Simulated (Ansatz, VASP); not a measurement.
## Two plane-wave programs on Ag

```
Ag
1.0
     0.00000    2.01052    2.01052
     2.01052    0.00000    2.01052
     2.01052    2.01052    0.00000
Ag
1
Direct
  0.00000 0.00000 0.00000
```

Change from the starting cell: volume scaled by 0.94, PAW files.

Alike in both runs: task single point; functional r2SCAN; k mesh 18 × 18 × 18; occupations fermi-dirac, width 0.1 eV; no spin polarisation.

|  | VASP | Ansatz |
| --- | --- | --- |
| version | VASP 6.6.1 | Ansatz 0.2.0 |
| potentials or method | VASP PAW PBE potentials, release 64 (Ag) | PAW with Ansatz's default frozen-core files, scalar-relativistic |
| plane-wave cutoff (eV) | 520 | 500 |
| valence electrons in the cell | 11 | 19 |

```csv
,VASP,Ansatz,Ansatz less VASP
pressure (GPa),7.9,7.6,-0.26
```

VASP's potentials were made for PBE, not for r2SCAN. VASP's potentials hold 11 valence electrons a cell and Ansatz's 19, so a difference there can come from the potentials and not from the codes.
